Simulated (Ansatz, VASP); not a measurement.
# KLa: VASP beside Ansatz

The input INCAR:

```
SYSTEM = KLa
ALGO     = Normal         ! electronic algorithm
EDIFF    = 1E-8           ! SCF threshold, eV
ENCUT    = 520            ! plane-wave cutoff, eV
GGA      = PE             ! functional
ISIF     = 2              ! what is computed and relaxed
ISMEAR   = -1             ! smearing method
LASPH    = .TRUE.         ! aspherical terms in the spheres
LCHARG   = .FALSE.        ! write CHGCAR
LEFG     = .TRUE.       
LREAL    = .FALSE.        ! projectors in reciprocal space
LWAVE    = .FALSE.        ! write WAVECAR
NBANDS   = 17             ! bands
NELM     = 80             ! most SCF steps
PREC     = Accurate       ! precision mode
SIGMA    = 0.05           ! smearing width, eV
```

KPOINTS

```
k-points
0
G
  11 11 11
  0 0 0
```

POSCAR

```
KLa
1.0
    1.9123168285     -1.1040766357      7.5026813705
    0.0000000000      2.2081532714      7.5026813705
   -1.9123168285     -1.1040766357      7.5026813705
K La
1 1
Direct
    0.0000000000      0.0000000000      0.0000000000
    0.5000000000      0.5000000000      0.5000000000
```

Input for Ansatz:

```yaml
crystal:
  lattice:
    - [1.9123168285, -1.1040766357, 7.5026813705]
    - [0.0, 2.2081532714, 7.5026813705]
    - [-1.9123168285, -1.1040766357, 7.5026813705]
  atoms:
    - { symbol: K, position: [0.0, 0.0, 0.0] }
    - { symbol: La, position: [0.5, 0.5, 0.5] }
kpoints:
  mp_grid: { grid: [11, 11, 11] }
scf:
  occupations: { method: fermi_dirac, width: 0.05 }
hamiltonian:
  xc: pbe
  pseudopotentials: { kind: paw }
output:
  forces: true
  stress: true
  eigenvalues: true
  efg: { contact_densities: true }
```

Change from the starting cell: volume scaled by 1.03, PAW files.

Alike in both runs: task electric field gradients; functional PBE; k mesh 11 × 11 × 11; occupations fermi-dirac, width 0.05 eV; no spin polarisation.

|  | VASP | Ansatz |
| --- | --- | --- |
| version | VASP 6.6.1 | Ansatz 0.2.0 |
| potentials or method | VASP PAW PBE potentials, release 64 (K_sv, La) | PAW with Ansatz's default frozen-core files, scalar-relativistic |
| plane-wave cutoff (eV) | 520 | 420 |
| valence electrons in the cell | 20 | 20 |

|  | VASP | Ansatz | Ansatz less VASP |
| --- | --- | --- | --- |
| pressure (GPa) | -0.4 | -0.4 | +0.01 |
| traceless stress, the component that is largest in VASP (GPa) | 0.07 | 0.07 | -0.001 |
| size of Vzz on the site where it differs most (V/Å²) | 50.3 | 45.6 | -4.73 |

Spin-orbit coupling is off throughout.
